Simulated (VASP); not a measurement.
# Mg3ZnC (Pm-3m) in VASP: single point with r2SCAN

Aim: the single point of Mg3ZnC with r2SCAN.

Program: VASP 6.6.1. These are calculated values, not measurements. Logs are shortened: lines on timing, memory, paths and dates and some standing lists are left out, and cuts for length are marked.

## 1. The cell of the first run

The structure is cubic, space group Pm-3m (No. 221). Conventional cell: a = 4.407 Å, b = 4.407 Å, c = 4.407 Å, α = 90.00°, β = 90.00°, γ = 90.00°. Zn (site symmetry m-3m) has 12 Mg at 3.12 Å and 8 C at 3.82 Å within 4.1 Å. Within 2.9 Å of Mg (site symmetry 4/mmm) lie 2 C at 2.20 Å. C (site symmetry m-3m) has 6 Mg at 2.20 Å within 2.9 Å.

## 2. Single point, r2SCAN

Input file POSCAR:

```
Mg3ZnC
1.0
    4.4069310000      0.0000000000      0.0000000000
    0.0000000000      4.4069310000      0.0000000000
    0.0000000000      0.0000000000      4.4069310000
Zn Mg C
1 3 1
Direct
    0.0000000000      0.0000000000      0.0000000000
    0.5000000000      0.0000000000      0.5000000000
    0.5000000000      0.5000000000      0.0000000000
    0.0000000000      0.5000000000      0.5000000000
    0.5000000000      0.5000000000      0.5000000000
```

Input file INCAR.step1:

```
ALGO = Normal
EDIFF = 1E-4
ENCUT = 520
GGA = PE
ISMEAR = -1
LASPH = True
LCHARG = False
LREAL = False
LWAVE = True
NBANDS = 19
NELM = 80
PREC = Accurate
SIGMA = 0.05
```

Input file INCAR.step2:

```
ALGO = Normal
EDIFF = 1E-7
ENCUT = 520
ISIF = 2
ISMEAR = -1
ISTART = 1
LASPH = True
LCHARG = False
LMIXTAU = True
LREAL = False
LWAVE = False
METAGGA = R2SCAN
NBANDS = 19
NELM = 80
PREC = Accurate
SIGMA = 0.05
```

Input file KPOINTS:

```
k-points
0
Gamma
  6 6 6
```

Potentials or basis: VASP PAW PBE potentials, release 64 (Zn, Mg, C).

On the command line:

```console
cat potpaw_PBE.64/Zn/POTCAR potpaw_PBE.64/Mg/POTCAR potpaw_PBE.64/C/POTCAR > POTCAR
cp INCAR.step1 INCAR
mpirun -np 1 vasp_std > vasp.out
cp INCAR.step2 INCAR
mpirun -np 1 vasp_std > vasp.out
```

OUTCAR:

```text
EDIFF = 1E-7
   ENCUT = 520
   ISIF = 2
   ISMEAR = -1
   ISTART = 1
   LASPH = True
   LREAL = False
   METAGGA = R2SCAN
   NELM = 80
   PREC = Accurate

 ion  position               nearest neighbor table
   1  0.000  0.000  0.000-   2 3.12   3 3.12   4 3.12   2 3.12   4 3.12   3 3.12   4 3.12   4 3.12
                             2 3.12   3 3.12   2 3.12   3 3.12
   2  0.500  0.000  0.500-   5 2.20   5 2.20   4 3.12   1 3.12   1 3.12   3 3.12   3 3.12   4 3.12
                             3 3.12   3 3.12   1 3.12   4 3.12   1 3.12   4 3.12
   3  0.500  0.500  0.000-   5 2.20   5 2.20   4 3.12   1 3.12   2 3.12   4 3.12   2 3.12   1 3.12
                             2 3.12   2 3.12   1 3.12   4 3.12   4 3.12   1 3.12
   4  0.000  0.500  0.500-   5 2.20   5 2.20   3 3.12   1 3.12   1 3.12   3 3.12   1 3.12   2 3.12
                             1 3.12   2 3.12   3 3.12   2 3.12   3 3.12   2 3.12
   5  0.500  0.500  0.500-   2 2.20   3 2.20   4 2.20   3 2.20   2 2.20   4 2.20

  LATTYP: Found a simple cubic cell.
 ALAT       =     4.4069310000

  Lattice vectors:

 A1 = (   4.4069310000,   0.0000000000,   0.0000000000)
 A2 = (   0.0000000000,   4.4069310000,   0.0000000000)
 A3 = (   0.0000000000,   0.0000000000,   4.4069310000)

Analysis of symmetry for initial positions (statically):
=====================================================================
 Subroutine PRICEL returns:
 Original cell was already a primitive cell.

 Routine SETGRP: Setting up the symmetry group for a
 simple cubic supercell.

 Subroutine GETGRP returns: Found 48 space group operations
 (whereof 48 operations were pure point group operations)
 out of a pool of 48 trial point group operations.

The static configuration has the point symmetry O_h .

Analysis of symmetry for dynamics (positions and initial velocities):
=====================================================================
 Subroutine PRICEL returns:
 Original cell was already a primitive cell.

 Routine SETGRP: Setting up the symmetry group for a
 simple cubic supercell.

 Subroutine GETGRP returns: Found 48 space group operations
 (whereof 48 operations were pure point group operations)
 out of a pool of 48 trial point group operations.

The dynamic configuration has the point symmetry O_h .

 Subroutine INISYM returns: Found 48 space group operations
 (whereof 48 operations are pure point group operations),
 and found     1 'primitive' translations

----------------------------------------------------------------------------------------

                                     Primitive cell

  volume of cell :      85.5872

  direct lattice vectors                    reciprocal lattice vectors
     4.406931000  0.000000000  0.000000000     0.226915284  0.000000000  0.000000000
     0.000000000  4.406931000  0.000000000     0.000000000  0.226915284  0.000000000
     0.000000000  0.000000000  4.406931000     0.000000000  0.000000000  0.226915284

  length of vectors
     4.406931000  4.406931000  4.406931000     0.226915284  0.226915284  0.226915284

  position of ions in fractional coordinates (direct lattice)
     0.000000000  0.000000000  0.000000000
     0.500000000  0.000000000  0.500000000
     0.500000000  0.500000000  0.000000000
     0.000000000  0.500000000  0.500000000
     0.500000000  0.500000000  0.500000000

  ion indices of the primitive-cell ions
   primitive index   ion index
                 1           1
                 2           2
                 3           3
                 4           4
                 5           5

----------------------------------------------------------------------------------------

 KPOINTS: k-points

Automatic generation of k-mesh.
 Grid dimensions read from file:
 generate k-points for:    6    6    6

 Generating k-lattice:

  Cartesian coordinates                     Fractional coordinates (reciprocal lattice)
     0.037819214  0.000000000  0.000000000     0.166666667  0.000000000  0.000000000
     0.000000000  0.037819214  0.000000000     0.000000000  0.166666667  0.000000000
     0.000000000  0.000000000  0.037819214     0.000000000  0.000000000  0.166666667

  Length of vectors
     0.037819214  0.037819214  0.037819214

  Shift w.r.t. Gamma in fractional coordinates (k-lattice)
     0.000000000  0.000000000  0.000000000

 Subroutine IBZKPT returns following result:
 ===========================================

 Found     20 irreducible k-points:

 Following reciprocal coordinates:
            Coordinates               Weight
  0.000000  0.000000  0.000000      1.000000
  0.166667  0.000000  0.000000      6.000000
  0.333333  0.000000  0.000000      6.000000
  0.500000  0.000000  0.000000      3.000000
  0.166667  0.166667  0.000000     12.000000
  0.333333  0.166667  0.000000     24.000000
[... 12 lines left out ...]
  0.500000  0.500000  0.333333      6.000000
  0.500000  0.500000  0.500000      1.000000
   k-points           NKPTS =     20   k-points in BZ     NKDIM =     20   number of bands    NBANDS=     19
   number of dos      NEDOS =    301   number of ions     NIONS =      5
   total plane-waves  NPLWV =  46656
   dimension x,y,z NGX =    36 NGY =   36 NGZ =   36
   dimension x,y,z NGXF=    72 NGYF=   72 NGZF=   72
   ions per type =               1   3   1
   NGX,Y,Z   is equivalent  to a cutoff of  13.58, 13.58, 13.58 a.u.
   NGXF,Y,Z  is equivalent  to a cutoff of  27.16, 27.16, 27.16 a.u.
 SYSTEM =  unknown system
   PREC   = accura    normal or accurate (medium, high low for compatibility)
   ISTART =      1    job   : 0-new  1-cont  2-samecut
   ICHARG =      0    charge: 1-file 2-atom 10-const
   ISPIN  =      1    spin polarized calculation?
   LNONCOLLINEAR =      F non collinear calculations
   LSORBIT =      F    spin-orbit coupling
   LASPH  =      T    aspherical Exc in radial PAW
   ENCUT  =  520.0 eV  38.22 Ry    6.18 a.u.   8.19  8.19  8.19*2*pi/ulx,y,z
   NELM   =     80;   NELMIN=  2; NELMDL=  0     # of ELM steps
   EDIFF  = 0.1E-06   stopping-criterion for ELM
   LREAL  =      F    real-space projection
   EDIFFG = 0.1E-05   stopping-criterion for IOM
   NSW    =      0    number of steps for IOM
   IBRION =     -1    ionic relax: 0-MD 1-quasi-New 2-CG
   NFREE  =      0    steps in history (QN), initial steepest desc. (CG)
   ISIF   =      2    stress and relaxation
   ISYM   =      2    0-nonsym 1-usesym 2-fastsym
   POTIM  = 0.5000    time-step for ionic-motion
   TEBEG  =    0.0;   TEEND  =   0.0 temperature during run
   PSTRESS=    0.0 pullay stress
   NELECT =      22.0000    total number of electrons
   NUPDOWN=      -1.0000    fix difference up-down
   EMIN   =  10.00;   EMAX   =-10.00  energy-range for DOS
   EFERMI =   0.00;   METHOD = LEGACY
   ISMEAR =    -1;   SIGMA  =   0.05  broadening in eV -4-tet -1-fermi 0-gaus
   EFERMI_NEDOS =   21; number of points for ismear=-14 and -15
   IALGO  =     38    algorithm
   IMIX   =      4    mixing-type and parameters
     AMIX     =   0.40;   BMIX     =  1.00
     AMIX_MAG =   1.60;   BMIX_MAG =  1.00
  volume/ion in A,a.u.               =      17.12       115.51
  Fermi-wavevector in a.u.,A,eV,Ry     =   1.040909  1.967033 14.741800  1.083492
  Thomas-Fermi vector in A             =   2.175506
   LORBIT       =      0    0 simple, 1 ext, 2 COOP (PROOUT), +10 PAW based schemes
   METAGGA = R2SCAN    functional components
   LHFCALC =     F    Hartree Fock is set to
   AEXX    =    0.0000 exact exchange contribution
   IVDW    =     0    specifies the selected vdW correction
   LEPSILON=     F    determine dielectric tensor
   LRPA    =     F    only Hartree local field effects (RPA)
 non-spin polarized calculation
  energy-cutoff  :      520.00
  volume of cell :       85.59
 maximum number of plane-waves:      2325
 NGX is ok and might be reduce to    36
   NGX = 17   NGY = 17   NGZ = 17

 number of electron      21.9999993 magnetization

 Free energy of the ion-electron system (eV)
  ---------------------------------------------------
  ext. energy  EPLUGINS =         0.00000000
  ---------------------------------------------------
  free energy    TOTEN  =       -30.54420309 eV

  energy without entropy =      -30.53434094  energy(sigma->0) =      -30.53927202

 E-fermi :   2.9547     XC(G=0): -10.1426

 val. band max:        2.8566116356   @ k =   0.5000   0.1667   0.1667
 cond. band min:       3.0458132318   @ k =   0.5000   0.3333   0.1667
 fundamental gap:      0.1892015962
 Fermi energy:         2.9547289930

 k-point     1 :       0.0000    0.0000    0.0000
  band No.  band energies     occupation
      1      -8.4446      2.00000
      2      -4.4952      2.00000
      3      -4.4952      2.00000
      4      -4.4351      2.00000
      5      -4.4351      2.00000
      6      -4.4351      2.00000
[... 11 lines left out ...]
     18      10.2374      0.00000
     19      10.2374      0.00000

 k-point     2 :       0.1667    0.0000    0.0000
  band No.  band energies     occupation
      1      -8.3489      2.00000
      2      -4.4931      2.00000
      3      -4.4854      2.00000
      4      -4.4427      2.00000
      5      -4.4427      2.00000
      6      -4.4343      2.00000
[... 11 lines left out ...]
     18       9.9872      0.00000
     19      10.3369      0.00000

 k-point     3 :       0.3333    0.0000    0.0000
  band No.  band energies     occupation
      1      -8.1344      2.00000
      2      -4.4888      2.00000
      3      -4.4814      2.00000
      4      -4.4575      2.00000
      5      -4.4575      2.00000
      6      -4.4328      2.00000
[... 11 lines left out ...]
     18       9.6084      0.00000
     19      10.9505      0.00000

 k-point     4 :       0.5000    0.0000    0.0000
  band No.  band energies     occupation
      1      -8.0120      2.00000
      2      -4.4965      2.00000
      3      -4.4867      2.00000
      4      -4.4648      2.00000
      5      -4.4648      2.00000
      6      -4.4320      2.00000
[... 319 lines left out ...]
     18      12.5436      0.00000
     19      12.8848      0.00000

 k-point    19 :       0.5000    0.5000    0.3333
  band No.  band energies     occupation
      1      -7.5440      2.00000
      2      -4.5028      2.00000
      3      -4.5028      2.00000
      4      -4.4965      2.00000
      5      -4.4142      2.00000
      6      -4.3964      2.00000
[... 11 lines left out ...]
     18      12.9349      0.00000
     19      13.8905      0.00000

 k-point    20 :       0.5000    0.5000    0.5000
  band No.  band energies     occupation
      1      -7.4766      2.00000
      2      -4.5175      2.00000
      3      -4.5175      2.00000
      4      -4.5175      2.00000
      5      -4.3963      2.00000
      6      -4.3963      2.00000
[... 11 lines left out ...]
     18      15.2681      0.00000
     19      15.2681      0.00000

------------------------ aborting loop because EDIFF is reached ----------------------------------------

  FORCE on cell =-STRESS in cart. coord.  units (eV):
  Direction    XX          YY          ZZ          XY          YZ          ZX
  --------------------------------------------------------------------------------------
  -------------------------------------------------------------------------------------
  Total       -1.0466604     -1.0466604     -1.0466604      0.0000000      0.0000000      0.0000000
  in kB      -19.5933008    -19.5933008    -19.5933008      0.0000000      0.0000000      0.0000000
  external PRESSURE =     -19.5933008 kB  Pullay stress =       0.0000000 kB

 VOLUME and BASIS-vectors are now :
 -----------------------------------------------------------------------------
  energy-cutoff  :      520.00
  volume of cell :       85.59
      direct lattice vectors                 reciprocal lattice vectors
     4.406931000  0.000000000  0.000000000     0.226915284  0.000000000  0.000000000
     0.000000000  4.406931000  0.000000000     0.000000000  0.226915284  0.000000000
     0.000000000  0.000000000  4.406931000     0.000000000  0.000000000  0.226915284

 POSITION                                       TOTAL-FORCE (eV/Angst)
 -----------------------------------------------------------------------------------
      0.00000      0.00000      0.00000         0.000000      0.000000      0.000000
      2.20347      0.00000      2.20347         0.000000      0.000000      0.000000
      2.20347      2.20347      0.00000         0.000000      0.000000      0.000000
      0.00000      2.20347      2.20347         0.000000      0.000000      0.000000
      2.20347      2.20347      2.20347         0.000000      0.000000      0.000000
 -----------------------------------------------------------------------------------
    total drift:                                0.000000      0.000000      0.000000

  FREE ENERGIE OF THE ION-ELECTRON SYSTEM (eV)
  ---------------------------------------------------
  free  energy   TOTEN  =       -30.5442030875 eV

  energy  without entropy=      -30.5343409431  energy(sigma->0) =      -30.53927202
```

It took 84 s on 1 thread of Intel Xeon 6975P-C (Granite Rapids), shared host; peak memory 0.22 GiB.

Results:

```
Free energy            : -30.5442 eV
Pressure               : -2.0 GPa
Band gap on the k mesh : zero (band 11 reaches 4.89 eV, above the bottom of band 12 at 1.06 eV)
```

Caveat: the PAW data sets were made with another functional, which shifts forces and pressure a little.
